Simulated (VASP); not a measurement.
Input of a VASP 6.6.1 run:

Contents of POSCAR:

```
C
1.0
    2.4553965697      0.0000000000      0.0000000000
   -1.2276982848      2.1264358058      0.0000000000
    0.0000000000      0.0000000000      6.6646632278
C
4
Direct
    0.0000000000      0.0000000000      0.7500000000
    0.0000000000      0.0000000000      0.2500000000
    0.3333333333      0.6666666667      0.7500000000
    0.6666666667      0.3333333333      0.2500000000
```

Contents of INCAR.step1:

```
PREC = Accurate
ENCUT = 660
ISMEAR = -1
SIGMA = 0.02
LREAL = False
LASPH = True
NELM = 120
NBANDS = 16
GGA = PE
ALGO = Normal
EDIFF = 1E-5
LWAVE = True
LCHARG = False
GGA_COMPAT = False
```

File INCAR.step2:

```
PREC = Accurate
ENCUT = 660
EDIFF = 1E-6
ISMEAR = -1
SIGMA = 0.02
LREAL = False
LASPH = True
NELM = 120
ALGO = Normal
ISIF = 2
LWAVE = False
LCHARG = False
METAGGA = R2SCAN
LMIXTAU = True
NBANDS = 16
ISTART = 1
GGA_COMPAT = False
```

The input KPOINTS:

```
regular mesh
0
Gamma
  12 12 4
```

Potentials or basis: VASP PAW PBE potentials, release 64 (C).

The run is started by

```console
$ cat potpaw_PBE.64/C/POTCAR > POTCAR
$ cp INCAR.step1 INCAR
$ mpirun -np 1 vasp_std > vasp.out
$ cp INCAR.step2 INCAR
$ mpirun -np 1 vasp_std > vasp.out
```

(1) Predict the pressure.

(2) What does it give for the band gap on the k mesh?

Results:

(1) 0.7 GPa.

(2) zero (band 8 reaches 4.75 eV, above the bottom of band 9 at 4.72 eV).

Caveat: the PAW data sets were made with another functional, which shifts forces and pressure a little.
